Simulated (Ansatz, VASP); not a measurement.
# TiN: VASP beside Ansatz

```xyz
2
Lattice="0.0000 2.0800 2.0800 2.0800 0.0000 2.0800 2.0800 2.0800 0.0000" Properties=species:S:1:pos:R:3 pbc="T T T"
Ti    0.0000    0.0000    0.0000
N     2.0800    2.0800    2.0800
```

Alike in both runs: task single point; functional PBE; k mesh 18 × 18 × 18; occupations gaussian, width 0.1 eV; no spin polarisation.

|  | VASP | Ansatz |
| --- | --- | --- |
| version | VASP 6.6.1 | Ansatz 0.2.0 |
| potentials or method | VASP PAW PBE potentials, release 64 (Ti_sv, N), cutoff 520 eV | scalar-relativistic, plane waves, PAW |
| valence electrons in the cell | 17 | 17 |

|  | VASP | Ansatz | Ansatz less VASP |
| --- | --- | --- | --- |
| gap on the k mesh at the Fermi level (eV) | none | none | - |
| pressure (GPa) | 20.1 | 19.6 | -0.50 |

A gap of «none» marks a metal or a gap that the smearing closes.
